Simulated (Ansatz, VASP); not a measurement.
# Two plane-wave programs on Si3Sb2Te

INCAR

```
SYSTEM = Si3Sb2Te
PREC = Accurate ; ENCUT = 500
EDIFF = 1E-6 ; ISMEAR = 0
SIGMA = 0.1 ; LREAL = .False.
LASPH = .True. ; NELM = 120
ALGO = Normal ; ISIF = 2
LWAVE = .False. ; LCHARG = .True.
GGA = PE ; LELF = .True.
LVHAR = .True. ; NBANDS = 23
GGA_COMPAT = .False.
```

The input KPOINTS:

```
Automatic mesh
0
Gamma
  6 6 2
  0 0 0
```

Contents of POSCAR:

```
Si3Sb2Te
1.0
    4.0311253996      0.0000000000      0.0000000000
   -2.0155626998      3.4910570019      0.0000000000
    0.0000000000      0.0000000000      9.8424960225
Si Sb Te
3 2 1
Direct
    0.3333333333      0.6666666667      0.1766771911
    0.6666666667      0.3333333333      0.8233228089
    0.0000000000      0.0000000000      0.5000000000
    0.3333333333      0.6666666667      0.6676913556
    0.6666666667      0.3333333333      0.3323086444
    0.0000000000      0.0000000000      0.0000000000
```

Input for Ansatz:

```yaml
crystal:
  lattice:
    - [4.0311253996, 0.0, 0.0]
    - [-2.0155626998, 3.4910570019, 0.0]
    - [0.0, 0.0, 9.8424960225]
  atoms:
    - { symbol: Si, position: [0.3333333333, 0.6666666667, 0.1766771911] }
    - { symbol: Si, position: [0.6666666667, 0.3333333333, 0.8233228089] }
    - { symbol: Si, position: [0.0, 0.0, 0.5] }
    - { symbol: Sb, position: [0.3333333333, 0.6666666667, 0.6676913556] }
    - { symbol: Sb, position: [0.6666666667, 0.3333333333, 0.3323086444] }
    - { symbol: Te, position: [0.0, 0.0, 0.0] }
basis:
  ecutwfc: 420
kpoints:
  mp_grid: { grid: [6, 6, 2] }
hamiltonian:
  xc: pbe
scf:
  occupations: { method: gaussian, width: 0.1 }
  lower_state_search: "off"
output:
  forces: true
  stress: true
  eigenvalues: true
```

Alike in both runs: task single point; functional PBE; k mesh 6 × 6 × 2; occupations gaussian, width 0.1 eV; no spin polarisation.

```csv
,VASP,Ansatz
version,VASP 6.6.1,Ansatz 0.2.0
potentials or method,"VASP PAW PBE potentials, release 64 (Si, Sb, Te), cutoff 500 eV","scalar-relativistic, plane waves, PAW"
valence electrons in the cell,28,58
```

|  | VASP | Ansatz | Ansatz less VASP |
| --- | --- | --- | --- |
| gap on the k mesh at the Fermi level (eV) | none | none | - |
| pressure (GPa) | -0.3 | -0.3 | -0.06 |
| traceless stress, the component that is largest in VASP (GPa) | 0.10 | 0.11 | +0.006 |
| rms of the force components (eV/Å) | 0.037 | 0.034 | -0.0035 |

Atom by atom the forces differ by 0.005 eV/Å (rms over components). A gap of «none» marks a metal or a gap that the smearing closes. The functional is the same, so the differences come from potentials, cutoffs and numerics. VASP's potentials hold 28 valence electrons a cell and Ansatz's 58, so a difference there can come from the potentials and not from the codes.

Spin-orbit coupling is off throughout.
